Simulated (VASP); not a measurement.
# Ge16N (a cell with a defect) in VASP: a series of runs, part 2 of 2

VASP 6.6.1. The steps go on from the part before.

**3. Single point, PBE+D3(BJ)**

The input, INCAR:

```
  PREC = Accurate
  ENCUT = 520
  EDIFF = 1E-7
  ISMEAR = -1
  SIGMA = 0.15
  LREAL = Auto
  LASPH = True
  NELM = 80
  ALGO = Normal
  ISIF = 2
  LWAVE = False
  LCHARG = False
  GGA = PE
  IVDW = 12
  NBANDS = 128
```

The input, KPOINTS:

```
regular mesh
0
Gamma
  2 2 2
```

The input, POSCAR:

```
Ge16N
1.0
    0.0000000000      5.6600000000      5.6600000000
    5.6600000000      0.0000000000      5.6600000000
    5.6600000000      5.6600000000      0.0000000000
Ge N
16 1
Direct
    0.0251590106      0.0081448763     -0.0009540636
    0.1563869258      0.1476943463      0.0921819788
    0.0112279152     -0.0367579505      0.4390901060
    0.0800706714      0.0157950530      0.6566961131
    0.0171201413      0.5122614841     -0.0326325088
    0.1360600707      0.6487985866      0.0924381625
    0.0359717314      0.5196289753      0.4435512367
    0.1873321555      0.6230035336      0.5824558304
    0.5597349823      0.0028091873     -0.0132508834
    0.6460777385      0.1453886926      0.0918727915
    0.4482508834      0.0552120141      0.4854416961
    0.6305477032      0.1265194346      0.6363250883
    0.5179505300      0.4969611307      0.0116254417
    0.6454946996      0.6161484099      0.1382332155
    0.5431183746      0.4800441696      0.5020406360
    0.6357243816      0.6261837456      0.6370494700
    0.1680300353      0.2360159011      0.5098144876
```

Potentials or basis: VASP PAW PBE potentials, release 64 (Ge_d, N).

Command:

```
$ cat potpaw_PBE.64/Ge_d/POTCAR potpaw_PBE.64/N/POTCAR > POTCAR
$ mpirun -np 1 vasp_std > vasp.out
```

OUTCAR:

```text
PREC = Accurate
   ENCUT = 520
   EDIFF = 1E-7
   ISMEAR = -1
   LREAL = Auto
   LASPH = True
   NELM = 80
   ISIF = 2
   GGA = PE
   IVDW = 12
 IVDW          = 12

 ion  position               nearest neighbor table
   1  0.025  0.008  0.999-   6 2.36   2 2.39  10 2.49   4 2.52
   2  0.156  0.148  0.092-   3 2.37   1 2.39   5 2.39   9 2.64
   3  0.011  0.963  0.439-   8 2.32   4 2.33   2 2.37  12 2.60
   4  0.080  0.016  0.657-  17 1.82   3 2.33   1 2.52  11 2.67
   5  0.017  0.512  0.967-   2 2.39  14 2.45   6 2.49   8 2.53
   6  0.136  0.649  0.092-   7 2.30   1 2.36   5 2.49  13 2.52
   7  0.036  0.520  0.444-  17 1.87   6 2.30   8 2.58  16 2.65
   8  0.187  0.623  0.582-   3 2.32  15 2.34   5 2.53   7 2.58
   9  0.560  0.003  0.987-  10 2.20  12 2.32  14 2.54   2 2.64
  10  0.646  0.145  0.092-   9 2.20  13 2.31   1 2.49  11 2.61
  11  0.448  0.055  0.485-  17 1.94  10 2.61   4 2.67  12 2.68  16 2.83
  12  0.631  0.127  0.636-   9 2.32  15 2.32   3 2.60  11 2.68
  13  0.518  0.497  0.012-  10 2.31  14 2.44  16 2.45   6 2.52
  14  0.645  0.616  0.138-  15 2.38  13 2.44   5 2.45   9 2.54
  15  0.543  0.480  0.502-  12 2.32   8 2.34  14 2.38  16 2.45
  16  0.636  0.626  0.637-  13 2.45  15 2.45   7 2.65  11 2.83
[... 207 lines left out ...]
      1     -19.9937      2.00000
      2     -19.8969      2.00000
      3     -19.8641      2.00000
      4     -19.8541      2.00000
      5     -19.8459      2.00000
      6     -19.8188      2.00000
[... 1021 lines left out ...]
    125       8.8256      0.00000
    126       9.0103      0.00000
 [bands above 126 left out]

------------------------ aborting loop because EDIFF is reached ----------------------------------------

 Edisp (eV)   -4.98087

 E8    (eV) :    -2.2046

  FORCE on cell =-STRESS in cart. coord.  units (eV):
  Direction    XX          YY          ZZ          XY          YZ          ZX
  --------------------------------------------------------------------------------------
  -------------------------------------------------------------------------------------
  Total      12.12290    12.86932    16.65340     4.16908    -5.48157     5.25811
  in kB      53.55965    56.85737    73.57568    18.41924   -24.21789    23.23063
  external pressure =       61.33 kB  Pullay stress =        0.00 kB

 VOLUME and BASIS-vectors are now :
 -----------------------------------------------------------------------------
  energy-cutoff  :      520.00
  volume of cell :      362.64
      direct lattice vectors                 reciprocal lattice vectors
     0.000000000  5.660000000  5.660000000    -0.088339223  0.088339223  0.088339223
     5.660000000  0.000000000  5.660000000     0.088339223 -0.088339223  0.088339223
     5.660000000  5.660000000  0.000000000     0.088339223  0.088339223 -0.088339223

 POSITION                                       TOTAL-FORCE (eV/Angst)
 -----------------------------------------------------------------------------------
      5.70070      5.79700      0.18850         0.039314     -0.973075     -0.456573
      1.35770      1.40690      1.72110        -0.687825      0.796668      1.173789
      7.93720      2.54880      5.51550         0.744054     -1.819191     -0.717584
      3.80630      4.17010      0.54260         1.047066      1.033619     -0.138917
      8.37470      5.57220      2.99630         0.139877     -0.166539      0.710420
      4.19540      1.29330      4.44230        -1.250325     -0.015153      0.376460
[... 9 lines left out ...]
      7.14990      7.20390      7.14240        -0.179878     -0.221926      0.958436
      4.22140      3.83660      2.28690        -0.207523      0.041861      1.005323
 -----------------------------------------------------------------------------------
    total drift:                                0.001292     -0.003296      0.000502

  FREE ENERGIE OF THE ION-ELECTRON SYSTEM (eV)
  ---------------------------------------------------
  free  energy   TOTEN  =       -79.1400236498 eV

  energy  without entropy=      -78.7550671972  energy(sigma->0) =      -78.94754542
```

OSZICAR:

```text
N       E                     dE             d eps       ncg     rms          rms(c)
DAV:   1     0.382146823012E+04    0.38215E+04   -0.94864E+04  2312   0.499E+03
DAV:   2     0.815909860992E+03   -0.30056E+04   -0.29224E+04  2048   0.132E+03
DAV:   3     0.557820697269E+02   -0.76013E+03   -0.73635E+03  2088   0.326E+02
[... 13 lines left out ...]
DAV:  17    -0.741591522458E+02   -0.51571E-06   -0.84407E-06  2360   0.562E-02    0.201E-03
DAV:  18    -0.741591527924E+02   -0.54666E-06   -0.37369E-06  3304   0.186E-02    0.107E-03
DAV:  19    -0.741591529233E+02   -0.13083E-06   -0.23865E-06  2032   0.115E-02    0.101E-03
DAV:  20    -0.741591528221E+02    0.10114E-06   -0.11448E-07  1224   0.117E-02    0.390E-04
DAV:  21    -0.741591527836E+02    0.38483E-07   -0.67963E-08  1288   0.616E-03
   1 F= -.79140024E+02 E0= -.78947545E+02  d E =-.384956E+00
```

stdout:

```text
POSCAR found type information on POSCAR GeN
 POSCAR found :  2 types and      17 ions
 scaLAPACK will be used
 LDA part: xc-table for (Slater+PW92), standard interpolation
 POSCAR, INCAR and KPOINTS ok, starting setup
 FFT: planning ... GRIDC
 FFT: planning ... GRID_SOFT
 FFT: planning ... GRID
 WAVECAR not read
 entering main loop
```

Wall time 15 min (1 thread of AMD EPYC 9R45 (Zen 5), shared host); peak memory 0.58 GiB.

Results:

```
Free energy                : -79.1400 eV
Pressure                   : 6.1 GPa
Largest force              : 3.463 eV/Å
Band gap on the k mesh     : zero (an odd number of electrons rules out a gap without spin polarisation)
Dispersion energy per atom : -0.293 eV
```

Forces on the atoms (eV/Å):
```
Ge   0.039 -0.973 -0.457
Ge  -0.688  0.797  1.174
Ge   0.744 -1.819 -0.718
Ge   1.047  1.034 -0.139
Ge   0.140 -0.167  0.710
Ge  -1.250 -0.015  0.376
Ge   1.388  1.338 -1.104
Ge  -0.137 -0.175 -2.029
Ge  -0.913 -1.164 -3.131
Ge   1.524  2.848  0.678
Ge  -0.235  0.669  0.794
Ge  -2.416 -0.713 -0.443
Ge   0.806 -1.294  0.464
Ge  -0.199 -0.597  0.817
Ge   0.537  0.411  1.042
Ge  -0.180 -0.222  0.958
N   -0.208  0.042  1.005
```

Caveat: the k points lie up to 0.48 Å⁻¹ apart, too coarse for converged energies and pressures of a metal.

**4. Single point, PBE+D3(BJ)**

The input, INCAR:

```
  PREC = Accurate
  ENCUT = 520
  EDIFF = 1E-6
  ISMEAR = -1
  SIGMA = 0.15
  LREAL = Auto
  LASPH = T
  NELM = 80
  ALGO = Normal
  ISIF = 2
  LWAVE = F
  LCHARG = T
  GGA = PE
  IVDW = 12
  LELF = T
  LVHAR = T
  NBANDS = 128
```

KPOINTS is that of step 3.

The input, POSCAR:

```
Ge16N
1.0
    0.0000000000      5.6600000000      5.6600000000
    5.6600000000      0.0000000000      5.6600000000
    5.6600000000      5.6600000000      0.0000000000
Ge N
16 1
Direct
   -0.0015017668      0.0315017668      0.0043992933
    0.1798409894      0.1385159011      0.0826501767
   -0.0229416961     -0.0296378092      0.4151855124
    0.0518197880      0.0213604240      0.6774028269
    0.0283745583      0.5342049470     -0.0645759717
    0.1529240283      0.6425176678      0.0794611307
    0.0508038869      0.5137720848      0.4520406360
    0.2067402827      0.6366872792      0.5623939929
    0.5415724382     -0.0164664311      0.0320848057
    0.6843197880      0.1471819788      0.0865459364
    0.4818286219      0.0123586572      0.5015636042
    0.6437279152      0.0798233216      0.6374381625
    0.5005477032      0.5194699647     -0.0190282686
    0.6695141343      0.6064929329      0.1243727915
    0.5716872792      0.4408568905      0.5345141343
    0.6639310954      0.6547614841      0.5935777385
    0.2258657244      0.2024734982      0.5101766784
```

Potentials or basis: VASP PAW PBE potentials, release 64 (Ge_d, N).

Command:

```
$ cat potpaw_PBE.64/Ge_d/POTCAR potpaw_PBE.64/N/POTCAR > POTCAR
$ mpirun -np 1 vasp_std > vasp.out
```

OUTCAR:

```text
PREC = Accurate
   ENCUT = 520
   EDIFF = 1E-6
   ISMEAR = -1
   LREAL = Auto
   LASPH = T
   NELM = 80
   ISIF = 2
   GGA = PE
   IVDW = 12
 IVDW          = 12

 ion  position               nearest neighbor table
   1  0.998  0.032  0.004-  10 2.06   2 2.43   4 2.47   6 2.57
   2  0.180  0.139  0.083-   3 2.41   9 2.41   1 2.43   5 2.60
   3  0.977  0.970  0.415-  12 2.35   2 2.41   8 2.45   4 2.70
   4  0.052  0.021  0.677-  17 2.01   1 2.47   3 2.70
   5  0.028  0.534  0.935-  14 2.40   8 2.47   6 2.47   2 2.60
   6  0.153  0.643  0.079-  13 2.28   7 2.44   5 2.47   1 2.57
   7  0.051  0.514  0.452-  17 2.10   6 2.44  16 2.53   8 2.55
   8  0.207  0.637  0.562-   3 2.45   5 2.47  15 2.48   7 2.55
   9  0.542  0.984  0.032-  10 2.40   2 2.41  14 2.48  12 2.62
  10  0.684  0.147  0.087-   1 2.06   9 2.40  13 2.47  11 2.76
  11  0.482  0.012  0.502-  17 1.83  16 2.38  12 2.42  10 2.76
  12  0.644  0.080  0.637-   3 2.35  15 2.41  11 2.42   9 2.62
  13  0.501  0.519  0.981-   6 2.28  10 2.47  16 2.55  14 2.63
  14  0.670  0.606  0.124-   5 2.40   9 2.48  13 2.63  15 2.70
  15  0.572  0.441  0.535-  12 2.41  16 2.47   8 2.48  14 2.70
  16  0.664  0.655  0.594-  11 2.38  15 2.47   7 2.53  13 2.55
  17  0.226  0.202  0.510-  11 1.83   4 2.01   7 2.10

  LATTYP: Found a face centered cubic cell.
 ALAT       =    11.3200000000

  Lattice vectors:

 A1 = (   0.0000000000,   5.6600000000,   5.6600000000)
 A2 = (   5.6600000000,   0.0000000000,   5.6600000000)
 A3 = (   5.6600000000,   5.6600000000,   0.0000000000)

Analysis of symmetry for initial positions (statically):
=====================================================================
 Subroutine PRICEL returns:
 Original cell was already a primitive cell.

 Routine SETGRP: Setting up the symmetry group for a
 face centered cubic supercell.

 Subroutine GETGRP returns: Found  1 space group operations
 (whereof  1 operations were pure point group operations)
 out of a pool of 48 trial point group operations.

The static configuration has the point symmetry C_1 .

Analysis of symmetry for dynamics (positions and initial velocities):
=====================================================================
 Subroutine PRICEL returns:
 Original cell was already a primitive cell.

 Routine SETGRP: Setting up the symmetry group for a
 face centered cubic supercell.

 Subroutine GETGRP returns: Found  1 space group operations
 (whereof  1 operations were pure point group operations)
 out of a pool of 48 trial point group operations.

The dynamic configuration has the point symmetry C_1 .

 Subroutine INISYM returns: Found  1 space group operations
 (whereof  1 operations are pure point group operations),
 and found     1 'primitive' translations

----------------------------------------------------------------------------------------

                                     Primitive cell

  volume of cell :     362.6430

  direct lattice vectors                    reciprocal lattice vectors
     0.000000000  5.660000000  5.660000000    -0.088339223  0.088339223  0.088339223
     5.660000000  0.000000000  5.660000000     0.088339223 -0.088339223  0.088339223
     5.660000000  5.660000000  0.000000000     0.088339223  0.088339223 -0.088339223

  length of vectors
     8.004448763  8.004448763  8.004448763     0.153008022  0.153008022  0.153008022

  position of ions in fractional coordinates (direct lattice)
     0.998498233  0.031501767  0.004399293
[... 72 lines left out ...]
  0.500000  0.000000  0.500000      1.000000
   k-points           NKPTS =      8   k-points in BZ     NKDIM =      8   number of bands    NBANDS=    128
   number of dos      NEDOS =    301   number of ions     NIONS =     17
   total plane-waves  NPLWV = 216000
   dimension x,y,z NGX =    60 NGY =   60 NGZ =   60
   dimension x,y,z NGXF=   120 NGYF=  120 NGZF=  120
   ions per type =              16   1
   NGX,Y,Z   is equivalent  to a cutoff of  12.46, 12.46, 12.46 a.u.
   NGXF,Y,Z  is equivalent  to a cutoff of  24.92, 24.92, 24.92 a.u.
 SYSTEM =  unknown system
   PREC   = accura    normal or accurate (medium, high low for compatibility)
   ISTART =      0    job   : 0-new  1-cont  2-samecut
   ICHARG =      2    charge: 1-file 2-atom 10-const
   ISPIN  =      1    spin polarized calculation?
   LNONCOLLINEAR =      F non collinear calculations
   LSORBIT =      F    spin-orbit coupling
   LASPH  =      T    aspherical Exc in radial PAW
   ENCUT  =  520.0 eV  38.22 Ry    6.18 a.u.  14.88 14.88 14.88*2*pi/ulx,y,z
   NELM   =     80;   NELMIN=  2; NELMDL= -5     # of ELM steps
   EDIFF  = 0.1E-05   stopping-criterion for ELM
   LREAL  =      T    real-space projection
   EDIFFG = 0.1E-04   stopping-criterion for IOM
   NSW    =      0    number of steps for IOM
   IBRION =     -1    ionic relax: 0-MD 1-quasi-New 2-CG
   NFREE  =      0    steps in history (QN), initial steepest desc. (CG)
   ISIF   =      2    stress and relaxation
   ISYM   =      2    0-nonsym 1-usesym 2-fastsym
   POTIM  = 0.5000    time-step for ionic-motion
   TEBEG  =    0.0;   TEEND  =   0.0 temperature during run
   PSTRESS=    0.0 pullay stress
   NELECT =     229.0000    total number of electrons
   NUPDOWN=      -1.0000    fix difference up-down
   EMIN   =  10.00;   EMAX   =-10.00  energy-range for DOS
   EFERMI =   0.00;   METHOD = LEGACY
   ISMEAR =    -1;   SIGMA  =   0.15  broadening in eV -4-tet -1-fermi 0-gaus
   EFERMI_NEDOS =   21; number of points for ismear=-14 and -15
   IALGO  =     38    algorithm
   IMIX   =      4    mixing-type and parameters
     AMIX     =   0.40;   BMIX     =  1.00
     AMIX_MAG =   1.60;   BMIX_MAG =  1.00
  volume/ion in A,a.u.               =      21.33       143.96
  Fermi-wavevector in a.u.,A,eV,Ry     =   1.404517  2.654152 26.839765  1.972667
  Thomas-Fermi vector in A             =   2.527070
   LORBIT       =      0    0 simple, 1 ext, 2 COOP (PROOUT), +10 PAW based schemes
   GGA     = PE    functional components
   LHFCALC =     F    Hartree Fock is set to
   AEXX    =    0.0000 exact exchange contribution
   IVDW    =    12    specifies the selected vdW correction
   LEPSILON=     F    determine dielectric tensor
   LRPA    =     F    only Hartree local field effects (RPA)
 non-spin polarized calculation
  energy-cutoff  :      520.00
  volume of cell :      362.64
 maximum number of plane-waves:      9841
 NGX is ok and might be reduce to    60
   NGX = 29   NGY = 29   NGZ = 29

 number of electron     229.0000002 magnetization

 Free energy of the ion-electron system (eV)
  ---------------------------------------------------
  ext. energy  EPLUGINS =         0.00000000
  ---------------------------------------------------
  free energy    TOTEN  =       -73.35987558 eV

  energy without entropy =      -72.95040902  energy(sigma->0) =      -73.15514230

 E-fermi :   5.0259     XC(G=0): -10.1148

 val. band max:        4.9939380837   @ k =   0.0000   0.0000   0.0000
 cond. band min:       5.1349764784   @ k =   0.0000   0.5000   0.0000
 fundamental gap:      0.1410383947
 Fermi energy:         5.0259054957

 k-point     1 :       0.0000    0.0000    0.0000
  band No.  band energies     occupation
      1     -20.2685      2.00000
      2     -19.9982      2.00000
      3     -19.9727      2.00000
      4     -19.9163      2.00000
      5     -19.8758      2.00000
      6     -19.8643      2.00000
[... 1021 lines left out ...]
    125       8.4727      0.00000
    126       8.8772      0.00000
 [bands above 126 left out]

------------------------ aborting loop because EDIFF is reached ----------------------------------------

 Edisp (eV)   -4.96120

 E8    (eV) :    -2.1939

  FORCE on cell =-STRESS in cart. coord.  units (eV):
  Direction    XX          YY          ZZ          XY          YZ          ZX
  --------------------------------------------------------------------------------------
  -------------------------------------------------------------------------------------
  Total      10.26583     9.34052     9.32147    -6.03174     8.72975    -5.78806
  in kB      45.35503    41.26694    41.18279   -26.64856    38.56854   -25.57198
  external pressure =       42.60 kB  Pullay stress =        0.00 kB

 VOLUME and BASIS-vectors are now :
 -----------------------------------------------------------------------------
  energy-cutoff  :      520.00
  volume of cell :      362.64
      direct lattice vectors                 reciprocal lattice vectors
     0.000000000  5.660000000  5.660000000    -0.088339223  0.088339223  0.088339223
     5.660000000  0.000000000  5.660000000     0.088339223 -0.088339223  0.088339223
     5.660000000  5.660000000  0.000000000     0.088339223  0.088339223 -0.088339223

 POSITION                                       TOTAL-FORCE (eV/Angst)
 -----------------------------------------------------------------------------------
      0.20320      5.67640      5.82980        -3.552911      4.387944      2.842726
      1.25180      1.48570      1.80190         0.794190     -0.860822      0.866556
      7.84220      7.88010     11.02240        -0.482887      0.527008      0.374269
      3.95500      4.12740      0.41420        -0.551677     -0.524102      1.379482
      8.31810      5.45510      3.18420        -0.497237      0.774922     -0.150335
      4.08640      1.31530      4.50220         1.133181     -1.309128     -0.754314
[... 9 lines left out ...]
      7.06560      7.11750      7.46380        -0.732183      1.089588     -1.136646
      4.03360      4.16600      2.42440         0.745271     -1.157365     -1.609431
 -----------------------------------------------------------------------------------
    total drift:                               -0.000983     -0.002742     -0.000030

  FREE ENERGIE OF THE ION-ELECTRON SYSTEM (eV)
  ---------------------------------------------------
  free  energy   TOTEN  =       -78.3210768737 eV

  energy  without entropy=      -77.9116103137  energy(sigma->0) =      -78.11634359
```

Wall time 13 min (1 thread of AMD EPYC 9R45 (Zen 5), shared host); peak memory 0.58 GiB.

What came out:

* Free energy: -78.3211 eV
* Pressure: 4.3 GPa
* Largest force: 6.539 eV/Å
* Band gap on the k mesh: zero (an odd number of electrons rules out a gap without spin polarisation)
* Dispersion energy per atom: -0.292 eV

Forces in eV/Å, atoms in the order of the input:
```
Ge  -3.553  4.388  2.843
Ge   0.794 -0.861  0.867
Ge  -0.483  0.527  0.374
Ge  -0.552 -0.524  1.379
Ge  -0.497  0.775 -0.150
Ge   1.133 -1.309 -0.754
Ge  -0.397  1.344 -0.188
Ge  -0.060  0.011 -0.527
Ge  -1.100 -0.251 -0.123
Ge   4.089 -3.383 -3.820
Ge   0.001 -1.289  1.308
Ge   1.219  0.573 -0.459
Ge  -0.797  1.623  2.045
Ge   0.405 -0.246 -1.066
Ge  -0.216 -1.309  1.017
Ge  -0.732  1.090 -1.137
N    0.745 -1.157 -1.609
```

Caveat: the k points lie up to 0.48 Å⁻¹ apart, too coarse for converged energies and pressures of a metal.

**5. The runs side by side**

```csv
cell,gap on the mesh (eV),pressure (GPa),largest force (eV/Å)
"as given, atomic positions A",none,5.6,2.39
"as given, atomic positions B",none,6.1,3.46
"as given, atomic positions C",none,4.3,6.54
```

Alike in all rows: task single point; level PBE+D3(BJ); potentials or basis VASP PAW PBE potentials, release 64 (Ge_d, N); no spin polarisation; k mesh 2 × 2 × 2; cutoff (eV) 520; smearing fermi-dirac 0.15 eV.

Caveats: all runs use coarse meshes.

Absolute energies hang on the potentials; compare differences alone.
